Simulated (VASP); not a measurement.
Here is a VASP 6.6.1 calculation.

INCAR

```
SYSTEM = ScPt
PREC = Accurate
ENCUT = 520
EDIFF = 1E-8
ISMEAR = -1
SIGMA = 0.05
LREAL = .FALSE.
LASPH = .TRUE.
NELM = 60
ALGO = Normal
ISIF = 2
LWAVE = .FALSE.
LCHARG = .FALSE.
LEFG = .TRUE.
NBANDS = 18
```

KPOINTS

```
regular mesh
0
G
  10 10 10
  0 0 0
```

POSCAR

```
ScPt
1.0
    3.2480530300      0.0000000000      0.0000000000
    0.0000000000      3.2480530300      0.0000000000
    0.0000000000      0.0000000000      3.2480530300
Sc Pt
1 1
Direct
    0.5000000000      0.5000000000      0.5000000000
    0.0000000000      0.0000000000      0.0000000000
```

Potentials or basis: VASP PAW LDA potentials, release 64 (Sc_sv, Pt).

The run is started by

```console
$ cat potpaw_LDA.64/Sc_sv/POTCAR potpaw_LDA.64/Pt/POTCAR > POTCAR
$ mpirun -np 1 vasp_std > vasp.out
```

(1) Predict the pressure.

## Answers

(1) -1.9 GPa.

Caveat: without QUAD_EFG the Cq values of the log hold for a quadrupole moment of 1 mb, not for the nuclei.
